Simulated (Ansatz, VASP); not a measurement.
**MgS in VASP and in Ansatz**

POSCAR

```
MgS
1.0
    0.0000000000      2.7315938339      2.5332669929
    2.7315938339      0.0000000000      2.5332669929
    2.7315938339      2.7315938339      0.0000000000
Mg S
1 1
Direct
    0.0000000000      0.0000000000      0.0000000000
    0.5000000000      0.5000000000      0.5000000000
```

INCAR.step1

```
PREC     = Accurate       # precision mode
ENCUT    = 520            # plane-wave cutoff, eV
EDIFF    = 1E-5           # SCF threshold, eV
ISMEAR   = 0              # smearing method
SIGMA    = 0.01           # smearing width, eV
LREAL    = F              # projectors in reciprocal space
LASPH    = T              # aspherical terms in the spheres
NELM     = 100            # most SCF steps
ALGO     = Normal         # electronic algorithm
ISIF     = 2              # what is computed and relaxed
LWAVE    = T              # write WAVECAR
LCHARG   = F              # write CHGCAR
GGA      = PE             # functional
NBANDS   = 11             # bands
```

File INCAR.step2:

```
PREC     = Accurate       # precision mode
ENCUT    = 520            # plane-wave cutoff, eV
EDIFF    = 1E-7           # SCF threshold, eV
ISMEAR   = 0              # smearing method
SIGMA    = 0.01           # smearing width, eV
LREAL    = F              # projectors in reciprocal space
LASPH    = T              # aspherical terms in the spheres
NELM     = 100            # most SCF steps
ALGO     = Normal         # electronic algorithm
ISIF     = 2              # what is computed and relaxed
LWAVE    = F              # write WAVECAR
LCHARG   = F              # write CHGCAR
GGA      = PE             # functional
LHFCALC  = T              # exact exchange
HFSCREEN = 0.2079         # screening, 1/A
PRECFOCK = Normal       
ISTART   = 1            
NBANDS   = 11             # bands
```

KPOINTS

```
Automatic mesh
0
Gamma
  6 6 6
```

Input for Ansatz:

```yaml
crystal:
  lattice:
    - [0.0, 2.7315938339, 2.5332669929]
    - [2.7315938339, 0.0, 2.5332669929]
    - [2.7315938339, 2.7315938339, 0.0]
  atoms:
    - { symbol: Mg, position: [0.0, 0.0, 0.0] }
    - { symbol: S, position: [0.5, 0.5, 0.5] }
kpoints:
  mp_grid: { grid: [6, 6, 6] }
  band_path:
    path:
      - [0.0, 0.0, 0.0]
      - [0.5, 0.0, 0.5]
      - [0.625, 0.25, 0.625]
      - [0.375, 0.375, 0.75]
      - [0.5, 0.5, 0.5]
      - [0.5, 0.25, 0.75]
      - [0.5, 0.5, 0.0]
    npoints: 1
hamiltonian:
  xc: hse06
scf:
  occupations: { method: fixed }
  n_extra_bands: 4
output:
  forces: true
  stress: true
  eigenvalues: true
  write_density: true
  write_potential: true
  elf: true
  volumetric_format: npy
```

Change from the starting cell: epitaxial_xy strain +5.0%.

Alike in both runs: task single point; functional HSE06; k mesh 6 × 6 × 6; no spin polarisation.

|  | VASP | Ansatz |
| --- | --- | --- |
| version | VASP 6.6.1 | Ansatz 0.2.0 |
| potentials or method | VASP PAW PBE potentials, release 64 (Mg, S) | plane waves, PAW |
| plane-wave cutoff (eV) | 520 | 420 |
| occupations | gaussian, width 0.01 eV | fixed |
| valence electrons in the cell | 8 | 16 |

VASP gave:

| Quantity | Value |
| --- | --- |
| gap on the k mesh at the Fermi level (eV) | 3.29 |
| pressure (GPa) | -4.7 |
| traceless stress, the component that is largest in VASP (GPa) | 3.82 |

Problem. Which values does Ansatz return?

Solution. gap on the k mesh at the Fermi level (eV): 3.35; pressure (GPa): -4.4; traceless stress, the component that is largest in VASP (GPa): 3.88.

VASP's potentials hold 8 valence electrons a cell and Ansatz's 16, so a difference there can come from the potentials and not from the codes. Ansatz's warnings: stress exchange threshold loose, stress scf threshold loose.
